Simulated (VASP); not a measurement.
# InSe (R3m) in VASP: a series of runs

InSe is run at these levels: BLYP, LDA, PBEsol; tasks: single point.

Program: VASP 6.6.1. These are calculated values, not measurements. Logs are shortened: lines on timing, memory, paths and dates and some standing lists are left out, and cuts for length are marked.

**Measured values to compare with.**

From “The Interaction of Hydrogen with the van der Waals Crystal γ-InSe”, 2020, pmc:7321205, for a bulk crystal of InSe at 300 K: band gap 1.25 eV.

How close the calculation comes is told below.

### Step 1. The cell of the first run

The structure is trigonal, space group R3m (No. 160). The conventional cell has a = 4.000 Å, b = 4.000 Å, c = 25.320 Å, α = 90.00°, β = 90.00°, γ = 120.00°. In (site symmetry 3m) has 3 Se at 2.64 Å and 1 In at 2.82 Å within 3.5 Å. In (site symmetry 3m) has 3 Se at 2.63 Å and 1 In at 2.82 Å within 3.5 Å. Within 3.5 Å of Se (site symmetry 3m) lie 3 In at 2.64 Å. Se (site symmetry 3m) has 3 In at 2.63 Å within 3.5 Å.

### Step 2. Single point, BLYP

Contents of INCAR:

```
SYSTEM = InSe
AGGAC    = 1.0          
AGGAX    = 1.0          
ALDAC    = 0.0          
ALDAX    = 1.0          
ALGO     = Normal         ! electronic algorithm
EDIFF    = 1E-6           ! SCF threshold, eV
ENCUT    = 520            ! plane-wave cutoff, eV
GGA      = B5             ! functional
ISIF     = 2              ! what is computed and relaxed
ISMEAR   = 0              ! smearing method
LASPH    = .True.         ! aspherical terms in the spheres
LCHARG   = .False.        ! write CHGCAR
LREAL    = .False.        ! projectors in reciprocal space
LWAVE    = .False.        ! write WAVECAR
NBANDS   = 27             ! bands
NELM     = 80             ! most SCF steps
PREC     = Accurate       ! precision mode
SIGMA    = 0.01           ! smearing width, eV
```

Contents of KPOINTS:

```
k-points
0
Gamma
  6 6 6
  0 0 0
```

Contents of POSCAR:

```
InSe
1.0
    2.0000000000      1.1547005400      8.4400000000
   -2.0000000000      1.1547005400      8.4400000000
    0.0000000000     -2.3094010800      8.4400000000
In Se
2 2
Direct
    0.0000000000      0.0000000000      0.0000000000
    0.1114000000      0.1114000000      0.1114000000
    0.6165000000      0.6165000000      0.6165000000
    0.8281000000      0.8281000000      0.8281000000
```

Potentials or basis: VASP PAW PBE potentials, release 64 (In_d, Se).

Run with:

```sh
$ cat potpaw_PBE.64/In_d/POTCAR potpaw_PBE.64/Se/POTCAR > POTCAR
$ mpirun -np 1 vasp_std > vasp.out
```

OUTCAR:

```text
SYSTEM = InSe
   EDIFF = 1E-6
   ENCUT = 520
   GGA = B5
   ISIF = 2
   ISMEAR = 0
   LASPH = .True.
   LREAL = .False.
   NELM = 80
   PREC = Accurate

 ion  position               nearest neighbor table
   1  0.000  0.000  0.000-   3 2.64   3 2.64   3 2.64   2 2.82
   2  0.111  0.111  0.111-   4 2.63   4 2.63   4 2.63   1 2.82
   3  0.617  0.617  0.617-   1 2.64   1 2.64   1 2.64
   4  0.828  0.828  0.828-   2 2.63   2 2.63   2 2.63

  LATTYP: Found a trigonal (rhomboedric) cell.
 ALAT       =     8.7502533299
 COS(alpha) =     0.8955162540

  Lattice vectors:

 A1 = (   2.0000000000,   1.1547005400,   8.4400000000)
 A2 = (  -2.0000000000,   1.1547005400,   8.4400000000)
 A3 = (   0.0000000000,  -2.3094010800,   8.4400000000)

Analysis of symmetry for initial positions (statically):
=====================================================================
 Subroutine PRICEL returns:
 Original cell was already a primitive cell.

 Routine SETGRP: Setting up the symmetry group for a
 trigonal (rhombohedral) supercell.

 Subroutine GETGRP returns: Found  6 space group operations
 (whereof  6 operations were pure point group operations)
 out of a pool of 12 trial point group operations.

The static configuration has the point symmetry C_3v.

Analysis of symmetry for dynamics (positions and initial velocities):
=====================================================================
 Subroutine PRICEL returns:
 Original cell was already a primitive cell.

 Routine SETGRP: Setting up the symmetry group for a
 trigonal (rhombohedral) supercell.

 Subroutine GETGRP returns: Found  6 space group operations
 (whereof  6 operations were pure point group operations)
 out of a pool of 12 trial point group operations.

The dynamic configuration has the point symmetry C_3v.

 Subroutine INISYM returns: Found  6 space group operations
 (whereof  6 operations are pure point group operations),
 and found     1 'primitive' translations

----------------------------------------------------------------------------------------

                                     Primitive cell

  volume of cell :     116.9481

  direct lattice vectors                    reciprocal lattice vectors
     2.000000000  1.154700540  8.440000000     0.250000000  0.144337567  0.039494471
    -2.000000000  1.154700540  8.440000000    -0.250000000  0.144337567  0.039494471
     0.000000000 -2.309401080  8.440000000     0.000000000 -0.288675134  0.039494471

  length of vectors
     8.750253330  8.750253330  8.750253331     0.291364285  0.291364285  0.291364285

  position of ions in fractional coordinates (direct lattice)
     0.000000000  0.000000000  0.000000000
     0.111400000  0.111400000  0.111400000
     0.616500000  0.616500000  0.616500000
     0.828100000  0.828100000  0.828100000

  ion indices of the primitive-cell ions
   primitive index   ion index
                 1           1
                 2           2
                 3           3
                 4           4

----------------------------------------------------------------------------------------

 KPOINTS: k-points

Automatic generation of k-mesh.
 Grid dimensions read from file:
 generate k-points for:    6    6    6

 Generating k-lattice:

  Cartesian coordinates                     Fractional coordinates (reciprocal lattice)
     0.041666667  0.024056261  0.006582412     0.166666667  0.000000000 -0.000000000
    -0.041666667  0.024056261  0.006582412     0.000000000  0.166666667 -0.000000000
     0.000000000 -0.048112522  0.006582412    -0.000000000 -0.000000000  0.166666667

  Length of vectors
     0.048560714  0.048560714  0.048560714

  Shift w.r.t. Gamma in fractional coordinates (k-lattice)
     0.000000000  0.000000000  0.000000000

 Subroutine IBZKPT returns following result:
 ===========================================

 Found     32 irreducible k-points:

 Following reciprocal coordinates:
            Coordinates               Weight
  0.000000  0.000000  0.000000      1.000000
  0.166667  0.000000 -0.000000      6.000000
  0.333333 -0.000000 -0.000000      6.000000
  0.500000  0.000000 -0.000000      3.000000
  0.166667  0.166667 -0.000000      6.000000
  0.333333  0.166667 -0.000000     12.000000
[... 16 lines left out ...]
  0.500000  0.500000  0.166667      6.000000
 -0.333333  0.500000  0.166667     12.000000
 [... further k-points ...]
   k-points           NKPTS =     32   k-points in BZ     NKDIM =     32   number of bands    NBANDS=     27
   number of dos      NEDOS =    301   number of ions     NIONS =      4
   total plane-waves  NPLWV = 343000
   dimension x,y,z NGX =    70 NGY =   70 NGZ =   70
   dimension x,y,z NGXF=   140 NGYF=  140 NGZF=  140
   ions per type =               2   2
   NGX,Y,Z   is equivalent  to a cutoff of  13.30, 13.30, 13.30 a.u.
   NGXF,Y,Z  is equivalent  to a cutoff of  26.60, 26.60, 26.60 a.u.
 SYSTEM =  InSe
   PREC   = accura    normal or accurate (medium, high low for compatibility)
   ISTART =      0    job   : 0-new  1-cont  2-samecut
   ICHARG =      2    charge: 1-file 2-atom 10-const
   ISPIN  =      1    spin polarized calculation?
   LNONCOLLINEAR =      F non collinear calculations
   LSORBIT =      F    spin-orbit coupling
   LASPH  =      T    aspherical Exc in radial PAW
   ENCUT  =  520.0 eV  38.22 Ry    6.18 a.u.  16.27 16.27 16.27*2*pi/ulx,y,z
   NELM   =     80;   NELMIN=  2; NELMDL= -5     # of ELM steps
   EDIFF  = 0.1E-05   stopping-criterion for ELM
   LREAL  =      F    real-space projection
   EDIFFG = 0.1E-04   stopping-criterion for IOM
   NSW    =      0    number of steps for IOM
   IBRION =     -1    ionic relax: 0-MD 1-quasi-New 2-CG
   NFREE  =      0    steps in history (QN), initial steepest desc. (CG)
   ISIF   =      2    stress and relaxation
   ISYM   =      2    0-nonsym 1-usesym 2-fastsym
   POTIM  = 0.5000    time-step for ionic-motion
   TEBEG  =    0.0;   TEEND  =   0.0 temperature during run
   PSTRESS=    0.0 pullay stress
   NELECT =      38.0000    total number of electrons
   NUPDOWN=      -1.0000    fix difference up-down
   EMIN   =  10.00;   EMAX   =-10.00  energy-range for DOS
   EFERMI =   0.00;   METHOD = LEGACY
   ISMEAR =     0;   SIGMA  =   0.01  broadening in eV -4-tet -1-fermi 0-gaus
   EFERMI_NEDOS =   21; number of points for ismear=-14 and -15
   IALGO  =     38    algorithm
   IMIX   =      4    mixing-type and parameters
     AMIX     =   0.40;   BMIX     =  1.00
     AMIX_MAG =   1.60;   BMIX_MAG =  1.00
  volume/ion in A,a.u.               =      29.24       197.30
  Fermi-wavevector in a.u.,A,eV,Ry     =   1.125481  2.126852 17.234615  1.266709
  Thomas-Fermi vector in A             =   2.262159
   LORBIT       =      0    0 simple, 1 ext, 2 COOP (PROOUT), +10 PAW based schemes
   GGA     = B5    functional components
   LHFCALC =     F    Hartree Fock is set to
   AEXX    =    0.0000 exact exchange contribution
   IVDW    =     0    specifies the selected vdW correction
   LEPSILON=     F    determine dielectric tensor
   LRPA    =     F    only Hartree local field effects (RPA)
 non-spin polarized calculation
 Gauss-broadening in eV      SIGMA  =   0.01
  energy-cutoff  :      520.00
  volume of cell :      116.95
 maximum number of plane-waves:      3181
 NGX is ok and might be reduce to    70
   NGX = 33   NGY = 33   NGZ = 33

 number of electron      37.9999998 magnetization

 Free energy of the ion-electron system (eV)
  ---------------------------------------------------
  ext. energy  EPLUGINS =         0.00000000
  ---------------------------------------------------
  free energy    TOTEN  =       -11.84483811 eV

  energy without entropy =      -11.84483811  energy(sigma->0) =      -11.84483811

 E-fermi :   4.5740     XC(G=0):  -8.3756

 val. band max:        4.5093382317   @ k =   0.5000   0.5000   0.5000
 cond. band min:       4.8952980409   @ k =   0.5000   0.5000   0.5000
 fundamental gap:      0.3859598092
 Fermi energy:         4.5739628674

 k-point     1 :       0.0000    0.0000    0.0000
  band No.  band energies     occupation
      1     -10.3246      2.00000
      2     -10.1564      2.00000
      3     -10.1564      2.00000
      4     -10.0829      2.00000
      5     -10.0829      2.00000
      6     -10.0589      2.00000
[... 19 lines left out ...]
     26       9.9932      0.00000
     27      12.2381      0.00000

 k-point     2 :       0.1667    0.0000   -0.0000
  band No.  band energies     occupation
      1     -10.3394      2.00000
      2     -10.2355      2.00000
      3     -10.1865      2.00000
      4     -10.1508      2.00000
      5     -10.0658      2.00000
      6     -10.0638      2.00000
[... 19 lines left out ...]
     26      10.5270      0.00000
     27      11.5327      0.00000

 k-point     3 :       0.3333   -0.0000   -0.0000
  band No.  band energies     occupation
      1     -10.4381      2.00000
      2     -10.3313      2.00000
      3     -10.2612      2.00000
      4     -10.1472      2.00000
      5     -10.0795      2.00000
      6     -10.0260      2.00000
[... 19 lines left out ...]
     26      11.3152      0.00000
     27      11.7853      0.00000

 k-point     4 :       0.5000    0.0000   -0.0000
  band No.  band energies     occupation
      1     -10.4893      2.00000
      2     -10.3885      2.00000
      3     -10.2570      2.00000
      4     -10.1479      2.00000
      5     -10.0861      2.00000
      6     -10.0077      2.00000
[... 19 lines left out ...]
     26      11.0628      0.00000
     27      11.5526      0.00000
[... 516 lines left out ...]
      4     -10.1592      2.00000
      5     -10.0732      2.00000
      6     -10.0197      2.00000
[... 19 lines left out ...]
     26      11.6803      0.00000
     27      12.3043      0.00000

 k-point    23 :       0.5000    0.5000    0.1667
  band No.  band energies     occupation
      1     -10.4293      2.00000
      2     -10.3421      2.00000
      3     -10.2594      2.00000
      4     -10.1476      2.00000
      5     -10.0794      2.00000
      6     -10.0258      2.00000
[... 19 lines left out ...]
     26      11.4213      0.00000
     27      11.9499      0.00000

 k-point    24 :      -0.3333    0.5000    0.1667
  band No.  band energies     occupation
      1     -10.4703      2.00000
      2     -10.3881      2.00000
      3     -10.2565      2.00000
      4     -10.1593      2.00000
      5     -10.0732      2.00000
      6     -10.0196      2.00000
[... 19 lines left out ...]
     26      11.7422      0.00000
     27      12.1534      0.00000

 [... further k-points ...]
[... 5 lines left out ...]
  --------------------------------------------------------------------------------------
  -------------------------------------------------------------------------------------
  Total        4.8064555      4.8064555      3.1562632      0.0000000      0.0000000     -0.0000000
  in kB       65.8479787     65.8479789     43.2405027      0.0000000      0.0000000     -0.0000000
  external PRESSURE =      58.3121534 kB  Pullay stress =       0.0000000 kB

 VOLUME and BASIS-vectors are now :
 -----------------------------------------------------------------------------
  energy-cutoff  :      520.00
  volume of cell :      116.95
      direct lattice vectors                 reciprocal lattice vectors
     2.000000000  1.154700540  8.440000000     0.250000000  0.144337567  0.039494471
    -2.000000000  1.154700540  8.440000000    -0.250000000  0.144337567  0.039494471
     0.000000000 -2.309401080  8.440000000     0.000000000 -0.288675134  0.039494471

 POSITION                                       TOTAL-FORCE (eV/Angst)
 -----------------------------------------------------------------------------------
      0.00000      0.00000      0.00000         0.000000     -0.000000      0.445702
      0.00000      0.00000      2.82065         0.000000     -0.000000     -0.456157
      0.00000      0.00000     15.60978         0.000000      0.000000     -0.424809
      0.00000      0.00000     20.96749         0.000000     -0.000000      0.435264
 -----------------------------------------------------------------------------------
    total drift:                               -0.000000     -0.000000     -0.000446

  FREE ENERGIE OF THE ION-ELECTRON SYSTEM (eV)
  ---------------------------------------------------
  free  energy   TOTEN  =       -11.8448381127 eV

  energy  without entropy=      -11.8448381127  energy(sigma->0) =      -11.84483811
```

Wall time 6.9 min (1 thread of Intel Xeon Platinum 8488C (Sapphire Rapids), shared host); peak memory 0.67 GiB.

What came out:

```yaml
Free_energy: -11.8448 eV
Pressure: 5.8 GPa
Largest_force: 0.456 eV/Å
Band_gap_on_the_k_mesh: 0.39 eV, direct
```

Forces in eV/Å, atoms in the order of the input:
```
In   0.000  0.000  0.446
In   0.000  0.000 -0.456
Se   0.000  0.000 -0.425
Se   0.000  0.000  0.435
```

Stress tensor (GPa, compression positive):
```
6.58 0.00 0.00
0.00 6.58 0.00
0.00 0.00 4.32
```

Caveat: the PAW data sets were made with another functional, which shifts forces and pressure a little; spin-orbit coupling is left out, which moves the levels of the heavy elements. A k mesh can miss the band edges.

### Step 3. Single point, LDA

Contents of INCAR:

```
PREC = Accurate ; ENCUT = 520
EDIFF = 1E-6 ; ISMEAR = 0
SIGMA = 0.01 ; LREAL = False
LASPH = True ; NELM = 100
ALGO = Normal ; ISIF = 2
LWAVE = False ; LCHARG = True
GGA = CA ; LELF = True
LVHAR = True ; NBANDS = 27
```

Contents of KPOINTS:

```
regular mesh
0
Gamma
  6 6 6
```

POSCAR is that of step 2.

Potentials or basis: VASP PAW LDA potentials, release 64 (In_d, Se).

Run with:

```sh
$ cat potpaw_LDA.64/In_d/POTCAR potpaw_LDA.64/Se/POTCAR > POTCAR
$ mpirun -np 1 vasp_std > vasp.out
```

Run time: 6.3 min. Hardware: 1 thread of Intel Xeon Platinum 8488C (Sapphire Rapids), shared host; peak memory 0.52 GiB.

The run converged. Its results:

```
Free energy            : -16.6364 eV
Pressure               : -1.3 GPa
Largest force          : 0.251 eV/Å
Band gap on the k mesh : 0.23 eV, direct
```

Forces on the atoms (eV/Å):
```
In   0.000  0.000  0.234
In   0.000  0.000 -0.251
Se   0.000  0.000  0.053
Se   0.000  0.000 -0.036
```

Stress tensor (GPa, compression positive):
```
-0.92  0.00  0.00
 0.00 -0.92  0.00
 0.00  0.00 -2.18
```

Levels at points of the mesh, in eV from the valence-band top:
```csv
k point,band 16,band 17,band 18,band 19,band 20,band 21,band 22,band 23
"(0.00, 0.00, 0.00)",-1.31,-1.31,-1.21,-1.21,1.56,1.92,4.30,4.30
"(0.50, 0.00, 0.00)",-2.41,-2.36,-2.25,-1.70,1.09,1.84,3.51,3.87
"(0.50, 0.50, 0.00)",-2.68,-2.52,-2.06,-1.53,1.03,1.88,3.16,3.50
"(0.50, 0.50, 0.50)",-1.38,-1.14,-1.14,0.00,0.23,1.98,4.22,4.22
```

Caveat: spin-orbit coupling is left out, which moves the levels of the heavy elements.

### Step 4. Single point, PBEsol

Contents of INCAR:

```
PREC = Accurate
ENCUT = 520
EDIFF = 1E-6
ISMEAR = 0
SIGMA = 0.01
LREAL = False
LASPH = True
NELM = 60
ALGO = Normal
ISIF = 2
LWAVE = False
LCHARG = True
GGA = PS
LELF = True
LVHAR = True
NBANDS = 27
```

Contents of KPOINTS:

```
Automatic mesh
0
Gamma
  6 6 6
```

POSCAR is that of step 3.

Potentials or basis: VASP PAW PBE potentials, release 64 (In_d, Se).

Run with:

```sh
$ cat potpaw_PBE.64/In_d/POTCAR potpaw_PBE.64/Se/POTCAR > POTCAR
$ mpirun -np 1 vasp_std > vasp.out
```

Run time: 6.9 min. Hardware: 1 thread of Intel Xeon Platinum 8488C (Sapphire Rapids), shared host; peak memory 0.68 GiB.

Results (log left out):

- Free energy: -15.5854 eV
- Pressure: 0.2 GPa
- Largest force: 0.318 eV/Å
- Band gap on the k mesh: 0.33 eV, direct

Forces in eV/Å, atoms in the order of the input:
```
In   0.000  0.000  0.300
In   0.000  0.000 -0.318
Se   0.000  0.000 -0.088
Se   0.000  0.000  0.106
```

Stress tensor (GPa, compression positive):
```
 0.60  0.00  0.00
 0.00  0.60  0.00
 0.00  0.00 -0.45
```

Levels at points of the mesh, in eV from the valence-band top:
```tsv
k point	band 17	band 18	band 19	band 20	band 21	band 22
(0.00, 0.00, 0.00)	-1.31	-1.22	-1.22	1.62	1.99	4.35
(0.50, 0.00, 0.00)	-2.36	-2.25	-1.69	1.13	1.90	3.55
(0.50, 0.50, 0.00)	-2.52	-2.07	-1.52	1.11	1.91	3.20
(0.50, 0.50, 0.50)	-1.14	-1.14	0.00	0.33	2.05	4.27
```

Caveat: the PAW data sets were made with another functional, which shifts forces and pressure a little; spin-orbit coupling is left out, which moves the levels of the heavy elements.

### Step 5. The runs side by side

| level | potentials or basis | gap on the mesh (eV) | pressure (GPa) | largest force (eV/Å) |
| --- | --- | --- | --- | --- |
| BLYP | VASP PAW PBE potentials, release 64 (In_d, Se) | 0.39 | 5.8 | 0.46 |
| LDA | VASP PAW LDA potentials, release 64 (In_d, Se) | 0.23 | -1.3 | 0.25 |
| PBEsol | VASP PAW PBE potentials, release 64 (In_d, Se) | 0.33 | 0.2 | 0.32 |

Alike in all rows: task single point; no spin polarisation; cell as given; k mesh 6 × 6 × 6; cutoff (eV) 520; smearing gaussian 0.01 eV.

Caveats: spin-orbit coupling is left out, which moves the levels of the heavy elements; the PAW data sets were made with another functional, which shifts forces and pressure a little (some runs).

Total energies depend on the potentials used, so only differences within one code and one set of settings carry meaning.

### Step 6. Against experiment

Step 3. Against the measured gap of InSe, 1.25 eV (300 K; “The Interaction of Hydrogen with the van der Waals Crystal γ-InSe”, 2020, pmc:7321205), the calculated 0.23 eV is off by -1.02 eV. So large a miss can be the level of theory's own, or it may mean another phase, state or a wrong row. Spin-orbit coupling on In, Se is left out. The value is that of LDA on a finite k mesh, which can miss the band edges, without temperature or zero-point motion. Semilocal functionals fall short of measured gaps as a rule.

Step 4. Measured gap of InSe: 1.25 eV (300 K; “The Interaction of Hydrogen with the van der Waals Crystal γ-InSe”, 2020, pmc:7321205). This calculation gives 0.33 eV (-0.92 eV). Spin-orbit coupling on In, Se is left out. The value is that of PBEsol on a finite k mesh, which can miss the band edges, without temperature or zero-point motion. Semilocal functionals fall short of measured gaps as a rule.
